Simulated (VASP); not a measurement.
**Mg2ZnO3: single point with r2SCAN**

The system is Mg2ZnO3.

```
CELL_PARAMETERS angstrom
3.03300 0.00000 0.00000
-1.51650 2.62665 0.00000
0.00000 0.00000 7.40332
ATOMIC_POSITIONS crystal
Mg 0.33333 0.66667 0.66580
Mg 0.66667 0.33333 0.33420
Zn 0.00000 0.00000 0.00000
O 0.33333 0.66667 0.17262
O 0.66667 0.33333 0.82738
O 0.00000 0.00000 0.50000
```

```json
{
  "Program": "VASP 6.6.1",
  "Task": "single point",
  "Functional": "r2SCAN",
  "Potentials or basis": "VASP PAW PBE potentials, release 64 (Mg, Zn, O)",
  "Cutoff": "520 eV",
  "k mesh": "12 × 12 × 4",
  "Occupations": "gaussian, width 0.01 eV",
  "Spin": "no spin polarisation"
}
```

| Item | Value |
| --- | --- |
| Pressure | -7.0 GPa |
| Largest force | 0.048 eV/Å |
| Band gap on the k mesh | 3.58 eV (least direct gap 3.67 eV) |

Forces on the atoms (eV/Å):
```
Mg   0.000  0.000 -0.025
Mg   0.000  0.000  0.025
Zn   0.000  0.000  0.000
O    0.000  0.000 -0.048
O    0.000  0.000  0.048
O    0.000  0.000  0.000
```

Stress tensor (GPa, compression positive):
```
-7.02  0.00  0.00
 0.00 -7.02  0.00
 0.00  0.00 -6.84
```

Levels at points of the mesh, in eV from the valence-band top:
| k point | band 15 | band 16 | band 17 | band 18 | band 19 | band 20 |
| --- | --- | --- | --- | --- | --- | --- |
| (0.00, 0.00, 0.00) | -0.44 | -0.09 | -0.09 | 3.58 | 7.13 | 7.44 |
| (0.50, 0.00, 0.00) | -1.17 | -0.73 | -0.37 | 7.24 | 8.23 | 9.51 |
| (0.00, 0.00, 0.50) | -0.71 | 0.00 | 0.00 | 4.60 | 6.02 | 7.70 |
| (0.50, 0.00, 0.50) | -1.35 | -0.29 | -0.25 | 7.44 | 7.50 | 9.97 |

Run time: 7.4 min on 1 thread of AMD EPYC 7R13, with other jobs on the host, peak memory 0.22 GiB.

Caveat: the cell stands under tension; the PAW data sets were made with another functional, which shifts forces and pressure a little. A k mesh can miss the band edges.
